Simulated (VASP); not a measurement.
# AlSiB (P-6m2) in VASP: a series of runs, part 2 of 2

VASP 6.6.1.

### 4 Single point, PBE

This run uses another cell than the first one, of 13.50 Å³/atom, 0.988 times its volume.

Input file INCAR:

```
PREC = Accurate ; ENCUT = 520
EDIFF = 1E-6 ; ISMEAR = 0
SIGMA = 0.1 ; LREAL = False
LASPH = True ; NELM = 100
ALGO = Normal ; ISIF = 2
LWAVE = False ; LCHARG = False
GGA = PE ; NBANDS = 12
```

Input file KPOINTS:

```
Automatic mesh
0
Gamma
  6 6 6
```

Input file POSCAR:

```
AlSiB
1.0
    4.2561018638     -0.0000000033      0.0000000000
   -2.1280509290      3.6858923368      0.0000000000
    0.0000000000      0.0000000000      2.5813010785
Al Si B
1 1 1
Direct
    0.0000000000      0.0000000000      0.5000000000
    0.6666666667      0.3333333333      0.5000000000
    0.3333333333      0.6666666667      0.0000000000
```

Potentials or basis: VASP PAW PBE potentials, release 64 (Al, Si, B).

Launch:

```
> cat potpaw_PBE.64/Al/POTCAR potpaw_PBE.64/Si/POTCAR potpaw_PBE.64/B/POTCAR > POTCAR
> mpirun -np 1 vasp_std > vasp.out
```

OUTCAR:

```text
PREC = Accurate
   ENCUT = 520
   EDIFF = 1E-6
   ISMEAR = 0
   LREAL = False
   LASPH = True
   NELM = 100
   ISIF = 2
   GGA = PE

 ion  position               nearest neighbor table
   1  0.000  0.000  0.500-   2 2.46   2 2.46   2 2.46
   2  0.667  0.333  0.500-   1 2.46   1 2.46   1 2.46
   3  0.333  0.667  0.000-

  LATTYP: Found a hexagonal cell.
 ALAT       =     4.2561018638
 C/A-ratio  =     0.6064941961

  Lattice vectors:

[... 551 lines left out ...]

  FORCE on cell =-STRESS in cart. coord.  units (eV):
  Direction    XX          YY          ZZ          XY          YZ          ZX
  --------------------------------------------------------------------------------------
  -------------------------------------------------------------------------------------
  Total        0.0677281      0.0677281      0.0345898      0.0000000      0.0000000      0.0000000
  in kB        2.6797018      2.6797018      1.3685635      0.0000000      0.0000000      0.0000000
  external PRESSURE =       2.2426557 kB  Pullay stress =       0.0000000 kB

 VOLUME and BASIS-vectors are now :
 -----------------------------------------------------------------------------
  energy-cutoff  :      520.00
  volume of cell :       40.49
      direct lattice vectors                 reciprocal lattice vectors
     4.256101864 -0.000000003  0.000000000     0.234956783  0.135652361  0.000000000
    -2.128050929  3.685892337  0.000000000     0.000000000  0.271304723  0.000000000
     0.000000000  0.000000000  2.581301079     0.000000000  0.000000000  0.387401535

 POSITION                                       TOTAL-FORCE (eV/Angst)
 -----------------------------------------------------------------------------------
      0.00000      0.00000      1.29065         0.000000     -0.000000      0.000000
      2.12805      1.22863      1.29065        -0.000000      0.000000      0.000000
      0.00000      2.45726      0.00000        -0.000000      0.000000      0.000000
 -----------------------------------------------------------------------------------
    total drift:                                0.000000     -0.000000     -0.000000

  FREE ENERGIE OF THE ION-ELECTRON SYSTEM (eV)
  ---------------------------------------------------
  free  energy   TOTEN  =       -12.3783604098 eV

  energy  without entropy=      -12.3703585797  energy(sigma->0) =      -12.37435949
```

stdout:

```text
POSCAR found type information on POSCAR AlSiB
 POSCAR found :  3 types and       3 ions
 scaLAPACK will be used
 LDA part: xc-table for (Slater+PW92), standard interpolation
 POSCAR, INCAR and KPOINTS ok, starting setup
 FFT: planning ... GRIDC
 FFT: planning ... GRID_SOFT
 FFT: planning ... GRID
 WAVECAR not read
 entering main loop
```

Run time: 6.1 s. Hardware: 1 thread of Intel Xeon Platinum 8259CL at 2.50GHz (Skylake/Cascade Lake), shared host; peak memory 0.15 GiB.

Results:

| Item | Value |
| --- | --- |
| Free energy | -12.3784 eV |
| Pressure | 0.2 GPa |
| Band gap on the k mesh | zero (band 5 reaches 10.96 eV, above the bottom of band 6 at 4.62 eV) |

Stress tensor (GPa, compression positive):
```
0.27 0.00 0.00
0.00 0.27 0.00
0.00 0.00 0.14
```

Levels at points of the mesh, in eV from the Fermi level:
```
           k point  band 1  band 2  band 3  band 4  band 5  band 6  band 7  band 8  band 9  band 10
(0.00, 0.00, 0.00)  -12.78   -3.54   -3.17   -3.17   -2.22   -2.22   -1.15    5.15    8.35    10.36
(0.50, 0.00, 0.00)  -10.75   -9.64   -5.20   -4.79    3.26    3.52    4.16    5.84    6.26     7.46
(0.00, 0.00, 0.50)   -7.81   -7.31    0.56    0.80    0.82    0.82    1.07    1.07    2.38     4.13
(0.50, 0.00, 0.50)   -5.80   -5.29   -4.65   -4.59   -0.37   -0.25   -0.21    0.24    5.60     8.30
```

Caveat: the k points lie up to 0.41 Å⁻¹ apart.

### 5 Relaxation of cell and atoms, PBE

This run uses another cell than the first one, of 12.89 Å³/atom, 0.944 times its volume.

Input file INCAR:

```
SYSTEM = AlSiB
PREC = Accurate ; ENCUT = 600
EDIFF = 1E-6 ; ISMEAR = 0
SIGMA = 0.1 ; LREAL = .False.
LASPH = .True. ; NELM = 100
ALGO = Normal ; ISIF = 3
LWAVE = .False. ; LCHARG = .False.
GGA = PE ; IBRION = 2
NSW = 90 ; EDIFFG = -0.04
```

Input file KPOINTS:

```
Automatic mesh
0
Gamma
  6 6 6
  0 0 0
```

Input file POSCAR:

```
AlSiB
1.0
    3.6983107500      0.0000000000      0.0000000000
   -1.8491553700      3.2028310600      0.0000000000
    0.0000000000      0.0000000000      3.2640289800
Al Si B
1 1 1
Direct
    0.0000000000      0.0000000000      0.5000000000
    0.6666666700      0.3333333300      0.5000000000
    0.3333333300      0.6666666700      0.0000000000
```

Launch:

```
> cat potpaw_PBE.64/Al/POTCAR potpaw_PBE.64/Si/POTCAR potpaw_PBE.64/B/POTCAR > POTCAR
> mpirun -np 1 vasp_std > vasp.out
```

It took 97 s on 1 thread of Intel Xeon Platinum 8259CL at 2.50GHz (Skylake/Cascade Lake), shared host; peak memory 0.17 GiB.

The run converged. Its results:

- Free energy: -12.3779 eV
- Relaxed volume: 13.53 Å³/atom
- Relaxed cell: a = 4.259 Å, b = 4.259 Å, c = 2.585 Å, α = 90.00°, β = 90.00°, γ = 120.00°
- Space group after relaxing (to 0.05 Å): P-6m2 (No. 187)
- Energy gained by relaxing: 491.5 meV/atom
- Ionic steps: 15
- Pressure after relaxing: 0.0 GPa
- Band gap on the k mesh: zero (band 5 reaches 10.94 eV, above the bottom of band 6 at 4.59 eV)

Stress tensor (GPa, compression positive):
```
 0.16  0.00  0.00
 0.00  0.16  0.00
 0.00  0.00 -0.30
```

Step by step:
```csv
step,energy change (eV),largest force (eV/Å),pressure (GPa),volume (Å³)
1,0.0000,0.0000,24.79,38.66
2,-0.9743,0.0000,-8.35,50.37
3,-1.0548,0.0000,-3.58,47.08
4,-1.1581,0.0000,-2.76,45.24
5,-1.3683,0.0000,3.34,39.67
6,2.9009,0.0000,94.43,28.35
7,-1.3963,0.0000,4.30,39.13
8,-0.7135,0.0000,26.25,33.77
9,-1.4216,0.0000,5.84,38.36
10,-1.4243,0.0000,5.46,38.42
11,-1.4397,0.0000,5.37,38.39
12,-1.4621,0.0000,3.06,39.25
13,-1.4736,0.0000,-0.46,40.82
14,-1.4740,0.0000,0.06,40.57
15,-1.4746,0.0000,0.01,40.60
```

Final structure:
```yaml
crystal:
  lattice:
    - [4.25853, 0.00000, 0.00000]
    - [-2.12926, 3.68799, 0.00000]
    - [0.00000, 0.00000, 2.58485]
  atoms:
    - { symbol: Al, position: [0.00000, 0.00000, 0.50000] }
    - { symbol: Si, position: [0.66667, 0.33333, 0.50000] }
    - { symbol: B, position: [0.33333, 0.66667, 0.00000] }
```

Levels at points of the mesh, in eV from the Fermi level:
```csv
k point,band 2,band 3,band 4,band 5,band 6,band 7,band 8,band 9
"(0.00, 0.00, 0.00)",-3.54,-3.16,-3.16,-2.21,-2.21,-1.15,5.12,8.33
"(0.50, 0.00, 0.00)",-9.62,-5.19,-4.79,3.26,3.52,4.16,5.82,6.26
"(0.00, 0.00, 0.50)",-7.30,0.56,0.80,0.82,0.82,1.07,1.07,2.38
"(0.50, 0.00, 0.50)",-5.29,-4.65,-4.59,-0.38,-0.25,-0.21,0.23,5.59
```

### 6 Single point, PBE

This run uses another cell than the first one, of 12.89 Å³/atom, 0.944 times its volume.

Input file INCAR:

```
PREC = Accurate
ENCUT = 520
EDIFF = 1E-7
ISMEAR = 0
SIGMA = 0.1
LREAL = F
LASPH = T
NELM = 80
ALGO = Normal
ISIF = 2
LWAVE = F
LCHARG = F
GGA = PE
NBANDS = 12
```

Input file KPOINTS:

```
regular mesh
0
Gamma
  6 6 6
```

POSCAR is that of step 5.

Potentials or basis: VASP PAW PBE potentials, release 64 (Al, Si, B).

Launch:

```
> cat potpaw_PBE.64/Al/POTCAR potpaw_PBE.64/Si/POTCAR potpaw_PBE.64/B/POTCAR > POTCAR
> mpirun -np 1 vasp_std > vasp.out
```

It took 8.2 s on 1 thread of AMD EPYC 7R13 (Zen 3), shared host; peak memory 0.12 GiB.

Results (log left out):

```
Free energy            : -10.9030 eV
Pressure               : 24.8 GPa
Band gap on the k mesh : zero (band 5 reaches 9.80 eV, above the bottom of band 6 at 4.36 eV)
```

Stress tensor (GPa, compression positive):
```
41.62  0.00  0.00
 0.00 41.62  0.00
 0.00  0.00 -8.87
```

Levels at points of the mesh, in eV from the Fermi level:
| k point | band 2 | band 3 | band 4 | band 5 | band 6 | band 7 | band 8 | band 9 |
| --- | --- | --- | --- | --- | --- | --- | --- | --- |
| (0.00, 0.00, 0.00) | -1.50 | -1.50 | -1.37 | -0.96 | -0.37 | -0.37 | 3.58 | 3.98 |
| (0.50, 0.00, 0.00) | -9.25 | -4.00 | -2.25 | 0.86 | 2.78 | 3.24 | 4.17 | 4.65 |
| (0.00, 0.00, 0.50) | -8.76 | -0.02 | -0.02 | 1.34 | 1.34 | 2.91 | 3.49 | 3.62 |
| (0.50, 0.00, 0.50) | -6.64 | -6.10 | -5.14 | -1.68 | -0.25 | 0.44 | 1.89 | 8.68 |

### 7 Overview

```csv
task,cell,k mesh,cutoff (eV),gap on the mesh (eV),pressure (GPa),relaxed volume (Å³/atom)
single point,"a = 4.259, b = 4.259, c = 2.607 Å, angles 90.0, 90.0, 120.0°, 3 atoms",12 × 12 × 18,520,none,0.0,-
relaxation of cell and atoms,"relaxed from a = 4.256, b = 4.256, c = 2.581 Å, angles 90.0, 90.0, 120.0°, 3 atoms",12 × 12 × 18,600,none,0.0,13.65
single point,"a = 4.256, b = 4.256, c = 2.581 Å, angles 90.0, 90.0, 120.0°, 3 atoms",6 × 6 × 6,520,none,0.2,-
relaxation of cell and atoms,"relaxed from a = 3.698, b = 3.698, c = 3.264 Å, angles 90.0, 90.0, 120.0°, 3 atoms",6 × 6 × 6,600,none,0.0,13.53
single point,"a = 3.698, b = 3.698, c = 3.264 Å, angles 90.0, 90.0, 120.0°, 3 atoms",6 × 6 × 6,520,none,24.8,-
```

Alike in all rows: level PBE; potentials or basis VASP PAW PBE potentials, release 64 (Al, Si, B); no spin polarisation; smearing gaussian 0.1 eV.

Caveats: some runs use coarse meshes.

Total energies depend on the potentials used, so only differences within one code and one set of settings carry meaning.
